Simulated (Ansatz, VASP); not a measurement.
## Os: VASP beside Ansatz

POSCAR

```
Os
1.0
    2.7393806551      0.0000000000      0.0000000000
   -1.3696903275      2.3723732379      0.0000000000
    0.0000000000      0.0000000000      4.3138178725
Os
2
Direct
    0.3333333333      0.6666666667      0.2500000000
    0.6666666667      0.3333333333      0.7500000000
```

The input INCAR.step1:

```
SYSTEM = Os
PREC     = Accurate       ! precision mode
ENCUT    = 520            ! plane-wave cutoff, eV
ISMEAR   = -1             ! smearing method
SIGMA    = 0.1            ! smearing width, eV
LREAL    = .FALSE.        ! projectors in reciprocal space
LASPH    = .TRUE.         ! aspherical terms in the spheres
NELM     = 60             ! most SCF steps
NBANDS   = 15             ! bands
GGA      = PE             ! functional
ALGO     = Normal         ! electronic algorithm
EDIFF    = 1E-4           ! SCF threshold, eV
LWAVE    = .TRUE.         ! write WAVECAR
LCHARG   = .FALSE.        ! write CHGCAR
```

INCAR.step2

```
SYSTEM = Os
PREC     = Accurate       ! precision mode
ENCUT    = 520            ! plane-wave cutoff, eV
EDIFF    = 1E-7           ! SCF threshold, eV
ISMEAR   = -1             ! smearing method
SIGMA    = 0.1            ! smearing width, eV
LREAL    = .FALSE.        ! projectors in reciprocal space
LASPH    = .TRUE.         ! aspherical terms in the spheres
NELM     = 60             ! most SCF steps
ALGO     = Normal         ! electronic algorithm
ISIF     = 2              ! what is computed and relaxed
LWAVE    = .FALSE.        ! write WAVECAR
LCHARG   = .FALSE.        ! write CHGCAR
METAGGA  = R2SCAN         ! meta-GGA
LMIXTAU  = .TRUE.       
NBANDS   = 15             ! bands
ISTART   = 1
```

The input KPOINTS:

```
regular mesh
0
G
  8 8 5
  0 0 0
```

Input for Ansatz:

```yaml
crystal:
  lattice:
    - [2.7393806551, 0.0, 0.0]
    - [-1.3696903275, 2.3723732379, 0.0]
    - [0.0, 0.0, 4.3138178725]
  atoms:
    - { symbol: Os, position: [0.3333333333, 0.6666666667, 0.25] }
    - { symbol: Os, position: [0.6666666667, 0.3333333333, 0.75] }
hamiltonian:
  xc: r2scan
  pseudopotentials:
    kind: paw
    azcp:
      Os: "pseudopotentials/Os.paw.azcp"
basis:
  ecutwfc: 500
  fft_grid_basis: typed
kpoints:
  mp_grid: { grid: [8, 8, 5], shift: [0, 0, 0] }
magnetization:
  spin_polarized: false
scf:
  occupations: { method: fermi_dirac, width: 0.1 }
  lower_state_search: "off"
output:
  stress: true
```

Alike in both runs: task single point; functional r2SCAN; k mesh 8 × 8 × 5; occupations fermi-dirac, width 0.1 eV; no spin polarisation.

|  | VASP | Ansatz |
| --- | --- | --- |
| version | VASP 6.6.1 | Ansatz 0.2.0 |
| potentials or method | VASP PAW PBE potentials, release 64 (Os), cutoff 520 eV | plane waves (500 eV) with PAW, scalar-relativistic |
| valence electrons in the cell | 16 | 32 |

```tsv
	VASP	Ansatz	Ansatz less VASP
pressure (GPa)	0.5	-0.5	-1.01
traceless stress, the component that is largest in VASP (GPa)	1.21	1.22	+0.017
```

VASP's potentials were made for PBE, not for r2SCAN. The functional is the same, so the differences come from potentials, cutoffs and numerics. VASP's potentials hold 16 valence electrons a cell and Ansatz's 32, so a difference there can come from the potentials and not from the codes.

Neither program's run includes spin-orbit coupling.
